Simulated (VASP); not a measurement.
Write the native input for VASP 6.6.1 that does the following.

- Task: single point
- Functional: LDA
- Potentials or basis: VASP PAW LDA potentials, release 64 (Rb_sv, Hg)
- Cutoff: 520 eV
- k mesh: 4 × 4 × 4
- Occupations: fermi-dirac, width 0.3 eV
- Spin: no spin polarisation
- Dipole correction: no
- Further INCAR settings: ALGO = Normal; EDIFF = 1e-06; NBANDS = 28

The structure of Rb3Hg lies in POSCAR:

```
Rb3Hg
1.0
    0.0000000000      4.9589694689      4.9589694689
    4.9589694689      0.0000000000      4.9589694689
    4.9589694689      4.9589694689      0.0000000000
Rb Hg
3 1
Direct
    0.2500000000      0.2500000000      0.2500000000
    0.7500000000      0.7500000000      0.7500000000
    0.5000000000      0.5000000000      0.5000000000
    0.0000000000      0.0000000000      0.0000000000
```

The input as run:

INCAR

```
  PREC = Accurate
  ENCUT = 520
  EDIFF = 1E-6
  ISMEAR = -1
  SIGMA = 0.3
  LREAL = False
  LASPH = True
  NELM = 100
  ALGO = Normal
  ISIF = 2
  LWAVE = False
  LCHARG = False
  GGA = CA
  NBANDS = 28
```

KPOINTS

```
regular mesh
0
Gamma
  4 4 4
```

Potentials or basis: VASP PAW LDA potentials, release 64 (Rb_sv, Hg).

Launch:

```console
$ cat potpaw_LDA.64/Rb_sv/POTCAR potpaw_LDA.64/Hg/POTCAR > POTCAR
$ mpirun -np 1 vasp_std > vasp.out
```

It gave:

The pressure is -0.8 GPa.

Wall time 87 s on 1 thread of Intel Xeon 6975P-C, on a shared host, peak memory 0.32 GiB.
